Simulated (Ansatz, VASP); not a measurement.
**CsH in VASP and in Ansatz**

```
Cs H
1.0
     0.00000    3.18800    3.18800
     3.18800    0.00000    3.18800
     3.18800    3.18800    0.00000
Cs H
1 1
Direct
  0.02745 0.02745 0.97255
  0.50000 0.50000 0.50000
```

Change from the starting cell: all Cs atoms moved +0.175 Å, as atom 1 along Cartesian [0 0 1].

Alike in both runs: task single point; functional LDA; k mesh 8 × 8 × 8; occupations gaussian, width 0.05 eV; no spin polarisation.

```csv
,VASP,Ansatz
version,VASP 6.6.1,Ansatz 0.2.0
potentials or method,"VASP PAW LDA potentials, release 64 (Cs_sv, H), cutoff 520 eV","scalar-relativistic, plane waves, PAW"
valence electrons in the cell,10,10
```

|  | VASP | Ansatz | Ansatz less VASP |
| --- | --- | --- | --- |
| gap on the k mesh at the Fermi level (eV) | 1.97 | 1.98 | +0.017 |
| least direct gap on the mesh (eV) | 1.97 | 1.98 | +0.017 |
| pressure (GPa) | -1.2 | -1.2 | -0.02 |
| traceless stress, the component that is largest in VASP (GPa) | 0.20 | 0.20 | -0.004 |
| rms of the force components (eV/Å) | 0.051 | 0.050 | -0.0009 |

LDA's correlation is that of Perdew and Zunger in VASP and of Perdew and Wang (1992) in Ansatz. Atom by atom the forces differ by 0.001 eV/Å (rms over components).

Neither program's run includes spin-orbit coupling.
